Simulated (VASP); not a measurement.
Input of a VASP 6.6.1 run:

Contents of INCAR:

```
PREC = Accurate
ENCUT = 520
EDIFF = 1E-7
ISMEAR = 0
SIGMA = 0.15
LREAL = False
LASPH = True
NELM = 60
ALGO = Normal
ISIF = 2
LWAVE = False
LCHARG = False
GGA = PE
NBANDS = 28
```

File KPOINTS:

```
regular mesh
0
Gamma
  3 3 2
```

File POSCAR:

```
ZrAl3B3N
1.0
    4.9322863348      0.0000000000      0.0000000000
    0.0000000000      4.9322863348      0.0000000000
    0.0000000000      0.0000000000      5.6562059980
Zr Al B N
1 3 3 1
Direct
    0.5000000000      0.5000000000      0.5000000000
    0.0000000000      0.5000000000      0.0000000000
    0.5000000000      0.0000000000      0.0000000000
    0.5000000000      0.5000000000      0.0000000000
    0.0000000000      0.0000000000      0.2666867305
    0.0000000000      0.0000000000      0.7333132695
    0.0000000000      0.0000000000      0.0000000000
    0.0000000000      0.0000000000      0.5000000000
```

Potentials or basis: VASP PAW PBE potentials, release 64 (Zr_sv, Al, B, N).

Command:

```sh
$ cat potpaw_PBE.64/Zr_sv/POTCAR potpaw_PBE.64/Al/POTCAR potpaw_PBE.64/B/POTCAR potpaw_PBE.64/N/POTCAR > POTCAR
$ mpirun -np 1 vasp_std > vasp.out
```

(1) Predict the pressure.

(2) Predict the largest force.

## Answers

(1) 0.1 GPa.

(2) 0.004 eV/Å.

Caveat: the k points lie up to 0.56 Å⁻¹ apart.
